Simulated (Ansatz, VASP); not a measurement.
# One calculation of Nb, two programs

```
CELL_PARAMETERS angstrom
-1.62662 1.62662 1.62662
1.62662 -1.62662 1.62662
1.62662 1.62662 -1.62662
ATOMIC_POSITIONS crystal
Nb 0.00000 0.00000 0.00000
```

Alike in both runs: task relaxation of cell and atoms; functional LDA; k mesh 18 × 18 × 18; occupations gaussian, width 0.1 eV; no spin polarisation.

|  | VASP | Ansatz |
| --- | --- | --- |
| version | VASP 6.6.1 | Ansatz 0.2.0 |
| potentials or method | VASP PAW LDA potentials, release 64 (Nb_sv), cutoff 500 eV | scalar-relativistic, plane waves, PAW |
| valence electrons in the cell | 13 | 13 |

VASP gave:

| Item | Value |
| --- | --- |
| gap on the k mesh at the Fermi level, each at its own relaxed structure (eV) | none |
| relaxed volume (Å³/atom) | 17.11 |
| relaxed cell length with the largest relative difference (Å) | 2.812 |

Problem. Estimate Ansatz's values.

Solution. gap on the k mesh at the Fermi level, each at its own relaxed structure (eV): none; relaxed volume (Å³/atom): 17.13; relaxed cell length with the largest relative difference (Å): 2.813.

LDA's correlation is that of Perdew and Zunger in VASP and of Perdew and Wang (1992) in Ansatz. A gap of «none» marks a metal or a gap that the smearing closes.
